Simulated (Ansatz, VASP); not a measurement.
## ZnS in VASP and in Ansatz

```
Zn S
1.0
     3.78542    0.00000    0.00000
    -1.89271    3.27827    0.00000
     0.00000    0.00000    6.19216
Zn S
2 2
Direct
  0.33333 0.66667 0.00000
  0.66667 0.33333 0.50000
  0.33333 0.66667 0.38500
  0.66667 0.33333 0.88500
```

Change from the starting cell: volume scaled by 0.98, crystal datasets.

Alike in both runs: task electric field gradients; functional PBEsol; k mesh 8 × 8 × 5; occupations fermi-dirac, width 0.03 eV; no spin polarisation.

```csv
,VASP,Ansatz
version,VASP 6.6.1,Ansatz 0.2.0
potentials or method,"VASP PAW PBE potentials, release 64 (Zn, S), cutoff 520 eV","all-electron PAW with datasets made for the crystal, scalar-relativistic"
```

Ansatz gave:

* gap on the k mesh at the Fermi level (eV): 2.21
* pressure (GPa): 0.2
* traceless stress, the component that is largest in VASP (GPa): -1.42
* rms of the force components (eV/Å): 0.191
* size of Vzz on the site where it differs most (V/Å²): 18.1

Task: What did VASP give for the same quantities?

Result: gap on the k mesh at the Fermi level (eV): 2.21; pressure (GPa): 0.5; traceless stress, the component that is largest in VASP (GPa): -1.43; rms of the force components (eV/Å): 0.192; size of Vzz on the site where it differs most (V/Å²): 19.6.

VASP's potentials were made for PBE, not for PBEsol. Atom by atom the forces differ by 0.001 eV/Å (rms over components). Ansatz ran all-electron here, and VASP with PAW potentials.
